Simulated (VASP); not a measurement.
Write the native input for VASP 6.6.1 that does the following.

* Task: single point
* Functional: LDA
* Potentials or basis: VASP PAW LDA potentials, release 64 (Pt)
* Cutoff: 520 eV
* k mesh: 21 × 21 × 10
* Occupations: gaussian, width 0.15 eV
* Spin: collinear spin, ferromagnetic start
* Starting moments: [0.1, 0.1] μB
* Fixed moment: 0.2 μB
* Dipole correction: no
* Further INCAR settings: ALGO = Fast; EDIFF = 1e-06; NBANDS = 21

The structure of Pt lies in POSCAR:

```
Pt
1.0
    2.8619386323      0.0000000000      0.0000000000
   -1.4309693161      2.4785115596      0.0000000000
    0.0000000000      0.0000000000      4.9418131020
Pt
2
Direct
    0.6666666667      0.3333333333      0.7500000000
    0.3333333333      0.6666666667      0.2500000000
```

The input as run:

INCAR

```
ALGO = Fast ; EDIFF = 1E-6
ENCUT = 520 ; ISIF = 2
ISMEAR = 0 ; ISPIN = 2
LASPH = True ; LCHARG = False
LMAXMIX = 4 ; LORBIT = 11
LREAL = False ; LWAVE = False
MAGMOM = 0.1 0.1 ; NBANDS = 21
NELM = 150 ; NUPDOWN = 0.2
PREC = Accurate ; SIGMA = 0.15
```

KPOINTS

```
k-points
0
Gamma
  21 21 10
```

Potentials or basis: VASP PAW LDA potentials, release 64 (Pt).

Run with:

```bash
$ cat potpaw_LDA.64/Pt/POTCAR > POTCAR
$ mpirun -np 1 vasp_std > vasp.out
```

Results of the run:

The pressure is -31.4 GPa and the net moment is 0.20 μB per cell. The site moments are Pt +0.10 μB. The valence electrons inside the program's atomic spheres are Pt 8.97.

Caveat: the total moment is fixed, so each spin has its own Fermi level.

Run time: 4.9 min on 1 thread of AMD EPYC 7R13 Processor (Zen 3), on a shared host, peak memory 0.35 GiB.
